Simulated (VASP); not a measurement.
# Li16B (a cell with a defect): single point with PBE

Li16B (a cell with a defect):

```
CELL_PARAMETERS angstrom
6.98000 0.00000 0.00000
0.00000 6.98000 0.00000
0.00000 0.00000 6.98000
ATOMIC_POSITIONS crystal
Li 0.00334 0.05877 0.05876
Li 0.49837 0.99852 0.99859
Li 0.99993 0.45315 0.01689
Li 0.99994 0.01683 0.45322
Li 0.29465 0.25687 0.25691
Li 0.49987 0.48659 0.95462
Li 0.49987 0.95457 0.48663
Li 0.71075 0.25721 0.25725
Li 0.99297 0.54844 0.54848
Li 0.22929 0.67923 0.24962
Li 0.22932 0.24957 0.67929
Li 0.50324 0.52675 0.52681
Li 0.76750 0.68681 0.24366
Li 0.76747 0.24361 0.68687
Li 0.22440 0.78184 0.78189
Li 0.77411 0.78466 0.78471
B 0.00330 0.32968 0.32974
```

| Item | Value |
| --- | --- |
| Program | VASP 6.6.1 |
| Task | single point |
| Functional | PBE |
| Potentials or basis | VASP PAW PBE potentials, release 64 (Li_sv, B) |
| Cutoff | 520 eV |
| k mesh | 3 × 3 × 3 |
| Occupations | fermi-dirac, width 0.15 eV |
| Spin | no spin polarisation |
| Dipole correction | no |
| Further INCAR settings | LREAL = Auto; ALGO = Normal; EDIFF = 1e-06; NBANDS = 40 |

```yaml
Largest_force: 0.041 eV/Å
Band_gap_on_the_k_mesh: zero (an odd number of electrons rules out a gap without spin polarisation)
```

Forces in eV/Å, atoms in the order of the input:
```
Li  -0.004 -0.016 -0.016
Li   0.002  0.004  0.004
Li  -0.002  0.015 -0.004
Li  -0.002 -0.004  0.015
Li   0.041 -0.001 -0.001
Li  -0.002 -0.007  0.000
Li  -0.002  0.000 -0.007
Li  -0.034 -0.003 -0.003
Li   0.001  0.008  0.008
Li  -0.011  0.003  0.004
Li  -0.011  0.004  0.002
Li  -0.007 -0.006 -0.006
Li   0.007  0.004  0.001
Li   0.007  0.002  0.004
Li   0.008  0.003  0.003
Li  -0.006  0.002  0.001
B    0.014 -0.006 -0.007
```

Levels at points of the mesh, in eV from the Fermi level:
| k point | band 22 | band 23 | band 24 | band 25 | band 26 | band 27 | band 28 | band 29 | band 30 | band 31 |
| --- | --- | --- | --- | --- | --- | --- | --- | --- | --- | --- |
| (0.00, 0.00, 0.00) | -1.05 | -1.03 | -0.24 | -0.22 | 0.13 | 0.18 | 0.41 | 0.49 | 1.08 | 1.22 |

Run time: 2.9 min on 1 thread of Intel(R) Xeon(R) 6975P-C (Granite Rapids) (shared host), peak memory 0.4 GiB.
